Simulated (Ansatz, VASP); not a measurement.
# One calculation of Zr3H2, two programs

```
Zr H
1.0
     1.60788    0.92831    8.06948
    -1.60788    0.92831    8.06948
     0.00000   -1.85662    8.06948
Zr H
3 2
Direct
  0.00000 0.00000 0.00000
  0.22028 0.22028 0.22028
  0.77972 0.77972 0.77972
  0.38674 0.38674 0.38674
  0.61326 0.61326 0.61326
```

Alike in both runs: functional PBE; k mesh 12 × 12 × 12; occupations gaussian, width 0.1 eV; no spin polarisation.

Ansatz relaxed the structure, and its values are those at the end. VASP's run is a single point on that final structure, the one shown.

|  | VASP | Ansatz |
| --- | --- | --- |
| version | VASP 6.6.1 | Ansatz 0.2.0 |
| potentials or method | VASP PAW PBE potentials, release 64 (Zr_sv, H), cutoff 520 eV | scalar-relativistic, plane waves, PAW |
| valence electrons in the cell | 38 | 38 |

```csv
,VASP,Ansatz,Ansatz less VASP
gap on the k mesh at the Fermi level (eV),none,none,-
pressure (GPa),0.0,0.0,0.00
```

A gap of «none» marks a metal or a gap that the smearing closes.
